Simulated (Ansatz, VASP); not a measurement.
**SiC in VASP and in Ansatz**

```
Si C
1.0
     1.53890   -2.66750    0.00000
     1.53890    2.66750    0.00000
     0.00000    0.00000   15.12190
Si C
6 6
Direct
  0.16730 0.83270 0.85800
  0.83270 0.16730 0.35800
  0.50070 0.49930 0.52410
  0.49930 0.50070 0.02410
  0.83570 0.16430 0.69124
  0.16430 0.83570 0.19124
  0.49600 0.50400 0.65030
  0.50400 0.49600 0.15030
  0.16000 0.84000 0.98170
  0.84000 0.16000 0.48170
  0.82900 0.17100 0.81680
  0.17100 0.82900 0.31680
```

Alike in both runs: task electric field gradients; functional PBE; k mesh 16 × 16 × 3; occupations fermi-dirac, width 0.02 eV; no spin polarisation.

```csv
,VASP,Ansatz
version,VASP 6.6.1,Ansatz 0.2.0
potentials or method,"VASP PAW PBE potentials, release 64 (Si, C)","plane-wave PAW, scalar-relativistic"
plane-wave cutoff (eV),520,420
valence electrons in the cell,48,48
```

```csv
,VASP,Ansatz,Ansatz less VASP
gap on the k mesh at the Fermi level (eV),1.88,1.88,+0.002
pressure (GPa),3.3,3.4,+0.06
"traceless stress, the component that is largest in VASP (GPa)",2.16,2.17,+0.002
rms of the force components (eV/Å),0.358,0.358,+0.0003
size of Vzz on the site where it differs most (V/Å²),1.5,1.1,-0.38
```

Atom by atom the forces differ by 0.001 eV/Å (rms over components).
